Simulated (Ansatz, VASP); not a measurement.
# One calculation of LiH, two programs

```
Li H
1.0
     0.00000    2.00340    2.00340
     2.00340    0.00000    2.00340
     2.00340    2.00340    0.00000
Li H
1 1
Direct
  0.00000 0.00000 0.00000
  0.50000 0.50000 0.50000
```

Alike in both runs: task single point; functional HSE06; k mesh 8 × 8 × 8; occupations gaussian, width 0.02 eV; no spin polarisation.

|  | VASP | Ansatz |
| --- | --- | --- |
| version | VASP 6.6.1 | Ansatz 0.2.0 |
| potentials or method | VASP PAW PBE potentials, release 64 (Li_sv, H), cutoff 520 eV | scalar-relativistic, plane waves, PAW |
| valence electrons in the cell | 4 | 4 |

|  | VASP | Ansatz | Ansatz less VASP |
| --- | --- | --- | --- |
| gap on the k mesh at the Fermi level (eV) | 3.97 | 3.97 | +0.002 |
| least direct gap on the mesh (eV) | 3.97 | 3.97 | +0.002 |

Ansatz's warnings: stress exchange threshold loose, stress scf threshold loose.

Noted on VASP's run: the cutoff is short for stress, so the pressure is rough.
